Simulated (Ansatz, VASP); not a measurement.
## Two plane-wave programs on YN

POSCAR

```
YN
1.0
    0.0000000000      2.5704505496      2.5704505496
    2.5704505496      0.0000000000      2.5704505496
    2.5704505496      2.5704505496      0.0000000000
Y N
1 1
Direct
    0.0000000000      0.0000000000      0.0000000000
    0.5000000000      0.5000000000      0.5000000000
```

The input INCAR.step1:

```
ALGO = Normal
EDIFF = 1E-5
ENCUT = 520
GGA = PE
GGA_COMPAT = F
ISIF = 2
ISMEAR = 0
LASPH = T
LREAL = F
LWAVE = T
NBANDS = 15
NELM = 120
PREC = Accurate
SIGMA = 0.01
```

INCAR.step2

```
ALGO = Normal
EDIFF = 1E-6
ENCUT = 520
GGA = PE
GGA_COMPAT = F
HFSCREEN = 0.2079
ISIF = 2
ISMEAR = 0
ISTART = 1
LASPH = T
LCHARG = T
LELF = T
LHFCALC = T
LREAL = F
LVHAR = T
LWAVE = F
NBANDS = 15
NELM = 120
PREC = Accurate
PRECFOCK = Normal
SIGMA = 0.01
```

File KPOINTS:

```
k-points
0
Gamma
  6 6 6
```

Input for Ansatz:

```yaml
crystal:
  lattice:
    - [0.0, 2.5704505496, 2.5704505496]
    - [2.5704505496, 0.0, 2.5704505496]
    - [2.5704505496, 2.5704505496, 0.0]
  atoms:
    - { symbol: "Y", position: [0.0, 0.0, 0.0] }
    - { symbol: "N", position: [0.5, 0.5, 0.5] }
kpoints:
  mp_grid: { grid: [6, 6, 6] }
  band_path:
    path:
      - [0.0, 0.0, 0.0]
      - [0.5, 0.0, 0.5]
      - [0.625, 0.25, 0.625]
      - [0.375, 0.375, 0.75]
      - [0.5, 0.5, 0.5]
      - [0.5, 0.25, 0.75]
    npoints: 1
hamiltonian:
  xc: hse06
scf:
  occupations: { method: fixed }
  n_extra_bands: 4
output:
  forces: true
  stress: true
  eigenvalues: true
```

Change from the starting cell: hydrostatic strain +5.0%.

Alike in both runs: task single point; functional HSE06; k mesh 6 × 6 × 6; no spin polarisation.

|  | VASP | Ansatz |
| --- | --- | --- |
| version | VASP 6.6.1 | Ansatz 0.2.0 |
| potentials or method | VASP PAW PBE potentials, release 64 (Y_sv, N) | plane waves, PAW |
| plane-wave cutoff (eV) | 520 | 420 |
| occupations | gaussian, width 0.01 eV | fixed |
| valence electrons in the cell | 16 | 16 |

VASP gave:

| Quantity | Value |
| --- | --- |
| gap on the k mesh at the Fermi level (eV) | 1.28 |
| pressure (GPa) | -19.5 |

Problem. Estimate Ansatz's values.

Solution. gap on the k mesh at the Fermi level (eV): 1.28; pressure (GPa): -19.3.

Ansatz's warnings: stress exchange threshold loose, stress scf threshold loose.
